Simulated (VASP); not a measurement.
Input of a VASP 6.6.1 run:

The input INCAR:

```
PREC = Accurate
ENCUT = 600
EDIFF = 1E-6
ISMEAR = 0
SIGMA = 0.1
LREAL = False
LASPH = True
NELM = 100
ALGO = Normal
ISIF = 3
LWAVE = False
LCHARG = False
GGA = PS
IBRION = 2
NSW = 90
EDIFFG = -0.04
```

Contents of KPOINTS:

```
Automatic mesh
0
Gamma
  6 6 6
```

POSCAR

```
Mg
1.0
    0.0000000000      2.9468562911      2.9468562911
    2.9468562911      0.0000000000      2.9468562911
    2.9468562911      2.9468562911      0.0000000000
Mg
2
Direct
    0.5000000000      0.5000000000      0.5000000000
    0.7500000000      0.7500000000      0.7500000000
```

Potentials or basis: VASP PAW PBE potentials, release 64 (Mg).

Launch:

```sh
$ cat potpaw_PBE.64/Mg/POTCAR > POTCAR
$ mpirun -np 1 vasp_std > vasp.out
```

**Question.** Predict the relaxed cell.

**Answer.** a = 4.829 Å, b = 4.829 Å, c = 4.829 Å, α = 60.00°, β = 60.00°, γ = 60.00°.

**Question.** Estimate the relaxed volume.

**Answer.** 39.81 Å³/atom.

The path:
```tsv
step	energy change (eV)	largest force (eV/Å)	pressure (GPa)	volume (Å³)
1	0.0000	0.0000	11.38	51.18
2	-0.5979	0.0000	2.99	65.87
3	-0.6917	0.0000	0.80	74.34
4	-0.7035	0.0000	0.18	78.26
5	-0.7042	0.0000	0.00	79.62
```

Caveat: the volume moved by over 15 % at a fixed basis, so the end points are rough; the PAW data sets were made with another functional, which shifts forces and pressure a little.
